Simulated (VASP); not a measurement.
# W (I4/mmm) in VASP: further runs

W is run at these levels: PBE; tasks: single point.

Everything below comes from runs of VASP 6.6.1. Logs are shortened: lines on timing, memory, paths and dates and some standing lists are left out, and cuts for length are marked.

## Step 1: The cell of the first run

It takes space group I4/mmm (No. 139, tetragonal). Conventional cell: a = 3.115 Å, b = 3.115 Å, c = 3.354 Å, α = 90.00°, β = 90.00°, γ = 90.00°. Within 3.6 Å of W (site symmetry 4/mmm) lie 14 W at 2.77 to 3.35 Å.

## Step 2: Single point, PBE (strain -0.025 along x and y, +0.050 along z)

File INCAR:

```
SYSTEM = W
PREC     = Accurate       ! precision mode
ENCUT    = 520            ! plane-wave cutoff, eV
EDIFF    = 1E-6           ! SCF threshold, eV
ISMEAR   = 0              ! smearing method
SIGMA    = 0.15           ! smearing width, eV
LREAL    = .False.        ! projectors in reciprocal space
LASPH    = .True.         ! aspherical terms in the spheres
NELM     = 80             ! most SCF steps
ALGO     = Normal         ! electronic algorithm
ISIF     = 2              ! what is computed and relaxed
LWAVE    = .False.        ! write WAVECAR
LCHARG   = .False.        ! write CHGCAR
GGA      = PE             ! functional
NBANDS   = 13             ! bands
```

File KPOINTS:

```
Automatic mesh
0
Gamma
  20 20 20
  0 0 0
```

File POSCAR:

```
W
1.0
   -1.5573675000      1.5573675000      1.6771650000
    1.5573675000     -1.5573675000      1.6771650000
    1.5573675000      1.5573675000     -1.6771650000
W
1
Direct
    0.0000000000      0.0000000000      0.0000000000
```

Potentials or basis: VASP PAW PBE potentials, release 64 (W_sv).

Command:

```console
cat potpaw_PBE.64/W_sv/POTCAR > POTCAR
mpirun -np 1 vasp_std > vasp.out
```

OUTCAR:

```text
SYSTEM = W
   PREC = Accurate
   ENCUT = 520
   EDIFF = 1E-6
   ISMEAR = 0
   LREAL = .False.
   LASPH = .True.
   NELM = 80
   ISIF = 2
   GGA = PE

 ion  position               nearest neighbor table
   1  0.000  0.000  0.000-

  LATTYP: Found a body centered tetragonal cell.
 ALAT       =     3.1147350000
 C/A-ratio  =     1.0769230769

  Lattice vectors:

 A1 = (  -1.5573675000,   1.5573675000,   1.6771650000)
 A2 = (   1.5573675000,  -1.5573675000,   1.6771650000)
 A3 = (   1.5573675000,   1.5573675000,  -1.6771650000)

Analysis of symmetry for initial positions (statically):
=====================================================================
 Subroutine PRICEL returns:
 Original cell was already a primitive cell.

 Routine SETGRP: Setting up the symmetry group for a
 body centered tetragonal supercell.

 Subroutine GETGRP returns: Found 16 space group operations
 (whereof 16 operations were pure point group operations)
 out of a pool of 16 trial point group operations.

The static configuration has the point symmetry D_4h.

Analysis of symmetry for dynamics (positions and initial velocities):
=====================================================================
 Subroutine PRICEL returns:
 Original cell was already a primitive cell.

 Routine SETGRP: Setting up the symmetry group for a
 body centered tetragonal supercell.

 Subroutine GETGRP returns: Found 16 space group operations
 (whereof 16 operations were pure point group operations)
 out of a pool of 16 trial point group operations.

The dynamic configuration has the point symmetry D_4h.

 Subroutine INISYM returns: Found 16 space group operations
 (whereof 16 operations are pure point group operations),
 and found     1 'primitive' translations

----------------------------------------------------------------------------------------

                                     Primitive cell

  volume of cell :      16.2711

  direct lattice vectors                    reciprocal lattice vectors
    -1.557367500  1.557367500  1.677165000     0.000000000  0.321054600  0.298122129
     1.557367500 -1.557367500  1.677165000     0.321054600  0.000000000  0.298122129
     1.557367500  1.557367500 -1.677165000     0.321054600  0.321054600  0.000000000

  length of vectors
     2.768333343  2.768333343  2.768333343     0.438124252  0.438124252  0.454039770

  position of ions in fractional coordinates (direct lattice)
[... 85 lines left out ...]
   POTIM  = 0.5000    time-step for ionic-motion
   TEBEG  =    0.0;   TEEND  =   0.0 temperature during run
   PSTRESS=    0.0 pullay stress
   NELECT =      14.0000    total number of electrons
   NUPDOWN=      -1.0000    fix difference up-down
   EMIN   =  10.00;   EMAX   =-10.00  energy-range for DOS
   EFERMI =   0.00;   METHOD = LEGACY
   ISMEAR =     0;   SIGMA  =   0.15  broadening in eV -4-tet -1-fermi 0-gaus
   EFERMI_NEDOS =   21; number of points for ismear=-14 and -15
   IALGO  =     38    algorithm
   IMIX   =      4    mixing-type and parameters
     AMIX     =   0.40;   BMIX     =  1.00
     AMIX_MAG =   1.60;   BMIX_MAG =  1.00
  volume/ion in A,a.u.               =      16.27       109.80
  Fermi-wavevector in a.u.,A,eV,Ry     =   1.557082  2.942459 32.987388  2.424505
  Thomas-Fermi vector in A             =   2.660784
   LORBIT       =      0    0 simple, 1 ext, 2 COOP (PROOUT), +10 PAW based schemes
   GGA     = PE    functional components
   LHFCALC =     F    Hartree Fock is set to
   AEXX    =    0.0000 exact exchange contribution
   IVDW    =     0    specifies the selected vdW correction
   LEPSILON=     F    determine dielectric tensor
   LRPA    =     F    only Hartree local field effects (RPA)
 non-spin polarized calculation
 Gauss-broadening in eV      SIGMA  =   0.15
  energy-cutoff  :      520.00
  volume of cell :       16.27
 maximum number of plane-waves:       450
 NGX is ok and might be reduce to    24
   NGX = 11   NGY = 11   NGZ = 11

 number of electron      13.9999998 magnetization

 Free energy of the ion-electron system (eV)
  ---------------------------------------------------
  ext. energy  EPLUGINS =         0.00000000
  ---------------------------------------------------
  free energy    TOTEN  =       -12.90363338 eV

  energy without entropy =      -12.89783094  energy(sigma->0) =      -12.90073216

 E-fermi :  11.0850     XC(G=0): -13.4925

 val. band max:       11.0833552848   @ k =  -0.4500   0.4500   0.3000
 cond. band min:      11.0927554950   @ k =   0.4500   0.4000   0.0500
 fundamental gap:      0.0094002101
 Fermi energy:        11.0850396210

 k-point     1 :       0.0000    0.0000    0.0000
  band No.  band energies     occupation
      1     -63.1439      2.00000
      2     -26.7571      2.00000
      3     -26.7373      2.00000
      4     -26.7373      2.00000
      5       1.5773      2.00000
      6       9.6420      2.00000
      7       9.6420      2.00000
      8      10.5410      2.00000
      9      12.6062      0.00000
     10      13.7968      0.00000
     11      24.6934      0.00000
     12      26.0452      0.00000
     13      26.0452      0.00000
[... 354 lines left out ...]
  band No.  band energies     occupation
      1     -63.0572      2.00000
      2     -27.6312      2.00000
      3     -27.0020      2.00000
      4     -26.7624      2.00000
      5       4.7648      2.00000
      6       8.4587      2.00000
      7       9.3503      2.00000
      8      12.3656      0.00000
      9      13.9043      0.00000
     10      14.3101      0.00000
     11      24.1852      0.00000
     12      24.9524      0.00000
     13      31.8986      0.00000

 [... further k-points ...]

------------------------ aborting loop because EDIFF is reached ----------------------------------------

  FORCE on cell =-STRESS in cart. coord.  units (eV):
  Direction    XX          YY          ZZ          XY          YZ          ZX
  --------------------------------------------------------------------------------------
  -------------------------------------------------------------------------------------
  Total        0.5660947      0.5660947     -1.5341860      0.0000000     -0.0000000     -0.0000000
  in kB       55.7418876     55.7418876   -151.0673482      0.0000000     -0.0000000     -0.0000000
  external PRESSURE =     -13.1945243 kB  Pullay stress =       0.0000000 kB

 VOLUME and BASIS-vectors are now :
 -----------------------------------------------------------------------------
  energy-cutoff  :      520.00
  volume of cell :       16.27
      direct lattice vectors                 reciprocal lattice vectors
    -1.557367500  1.557367500  1.677165000     0.000000000  0.321054600  0.298122129
     1.557367500 -1.557367500  1.677165000     0.321054600  0.000000000  0.298122129
     1.557367500  1.557367500 -1.677165000     0.321054600  0.321054600  0.000000000

 POSITION                                       TOTAL-FORCE (eV/Angst)
 -----------------------------------------------------------------------------------
      0.00000      0.00000      0.00000        -0.000000     -0.000000     -0.000000
 -----------------------------------------------------------------------------------
    total drift:                                0.000000      0.000000      0.000000

  FREE ENERGIE OF THE ION-ELECTRON SYSTEM (eV)
  ---------------------------------------------------
  free  energy   TOTEN  =       -12.9036333754 eV

  energy  without entropy=      -12.8978309392  energy(sigma->0) =      -12.90073216
```

OSZICAR:

```text
N       E                     dE             d eps       ncg     rms          rms(c)
DAV:   1     0.849112744774E+02    0.84911E+02   -0.74699E+03 16771   0.122E+03
DAV:   2    -0.118847824180E+02   -0.96796E+02   -0.92974E+02 18666   0.317E+02
DAV:   3    -0.135355758488E+02   -0.16508E+01   -0.16454E+01 18226   0.401E+01
DAV:   4    -0.135424090653E+02   -0.68332E-02   -0.68331E-02 18456   0.285E+00
DAV:   5    -0.135424678251E+02   -0.58760E-04   -0.58760E-04 18571   0.250E-01    0.199E+01
DAV:   6    -0.130371833256E+02    0.50528E+00   -0.43248E-01 17526   0.873E+00    0.779E+00
DAV:   7    -0.129076429118E+02    0.12954E+00   -0.22245E-01 18736   0.594E+00    0.695E-01
DAV:   8    -0.129036893707E+02    0.39535E-02   -0.43943E-03 17011   0.860E-01    0.897E-02
DAV:   9    -0.129036389656E+02    0.50405E-04   -0.12703E-04 19361   0.139E-01    0.424E-02
DAV:  10    -0.129036327560E+02    0.62096E-05   -0.14904E-05 17816   0.526E-02    0.434E-03
DAV:  11    -0.129036333754E+02   -0.61945E-06   -0.29466E-07 11858   0.674E-03
   1 F= -.12903633E+02 E0= -.12900732E+02  d E =-.580244E-02
```

stdout:

```text
POSCAR found type information on POSCAR W
 POSCAR found :  1 types and       1 ions
 scaLAPACK will be used
 LDA part: xc-table for (Slater+PW92), standard interpolation
 POSCAR, INCAR and KPOINTS ok, starting setup
 FFT: planning ... GRIDC
 FFT: planning ... GRID_SOFT
 FFT: planning ... GRID
 WAVECAR not read
 entering main loop
```

Run time: 1.9 min. Hardware: 1 thread of Intel Xeon 8259CL, shared host; peak memory 0.25 GiB.

Results:

```
Free energy            : -12.9036 eV
Pressure               : -1.3 GPa
Band gap on the k mesh : zero (bands 7 and 8 overlap by 5.56 eV)
```

Stress tensor (GPa, compression positive):
```
  5.57   0.00   0.00
  0.00   5.57   0.00
  0.00   0.00 -15.11
```

Levels at points of the mesh, in eV from the Fermi level:
| k point | band 4 | band 5 | band 6 | band 7 | band 8 | band 9 | band 10 | band 11 |
| --- | --- | --- | --- | --- | --- | --- | --- | --- |
| (0.00, 0.00, 0.00) | -37.82 | -9.51 | -1.44 | -1.44 | -0.54 | 1.52 | 2.71 | 13.61 |
| (0.50, 0.00, 0.00) | -37.83 | -6.13 | -3.10 | 0.41 | 1.36 | 3.14 | 5.76 | 10.45 |
| (0.50, 0.50, 0.00) | -37.88 | -6.11 | -4.05 | 0.97 | 2.88 | 3.45 | 6.02 | 11.04 |
| (0.50, 0.50, 0.50) | -38.59 | -5.75 | -5.53 | 4.78 | 5.08 | 5.08 | 6.73 | 8.70 |

Caveat: the cell differs from its parent crystal (strain -0.025 along x and y, +0.050 along z); spin-orbit coupling is left out, which moves the levels of the heavy elements.

## Step 3: Single point, PBE (strain +0.025 along x and y, -0.050 along z)

File INCAR:

```
PREC = Accurate
ENCUT = 520
EDIFF = 1E-6
ISMEAR = 0
SIGMA = 0.15
LREAL = False
LASPH = True
NELM = 80
ALGO = Fast
ISIF = 2
LWAVE = False
LCHARG = False
GGA = PE
NBANDS = 13
```

File KPOINTS:

```
Automatic mesh
0
Gamma
  20 20 20
```

File POSCAR:

```
W
1.0
   -1.6372325000      1.6372325000      1.5174350000
    1.6372325000     -1.6372325000      1.5174350000
    1.6372325000      1.6372325000     -1.5174350000
W
1
Direct
    0.0000000000      0.0000000000      0.0000000000
```

Potentials or basis: VASP PAW PBE potentials, release 64 (W_sv).

Command:

```console
cat potpaw_PBE.64/W_sv/POTCAR > POTCAR
mpirun -np 1 vasp_std > vasp.out
```

It took 2.2 min on 1 thread of Intel Xeon 8259CL, shared host; peak memory 0.25 GiB.

The run converged. Its results:

```yaml
Free_energy: -12.8955 eV
Pressure: -1.1 GPa
Band_gap_on_the_k_mesh: zero (bands 7 and 8 overlap by 6.08 eV)
```

Stress tensor (GPa, compression positive):
```
-9.14  0.00  0.00
 0.00 -9.14  0.00
 0.00  0.00 15.08
```

Levels at points of the mesh, in eV from the Fermi level:
| k point | band 5 | band 6 | band 7 | band 8 | band 9 | band 10 |
| --- | --- | --- | --- | --- | --- | --- |
| (0.00, 0.00, 0.00) | -9.51 | -1.82 | -0.80 | -0.80 | 1.44 | 2.80 |
| (0.50, 0.00, 0.00) | -6.11 | -3.76 | 0.81 | 2.10 | 3.67 | 5.89 |
| (0.50, 0.50, 0.00) | -6.15 | -2.72 | 0.20 | 1.18 | 2.58 | 5.76 |
| (0.50, 0.50, 0.50) | -5.74 | -5.55 | 4.88 | 4.88 | 5.19 | 7.35 |

Caveat: the cell differs from its parent crystal (strain +0.025 along x and y, -0.050 along z); spin-orbit coupling is left out, which moves the levels of the heavy elements.

[end of part 1 of 2]
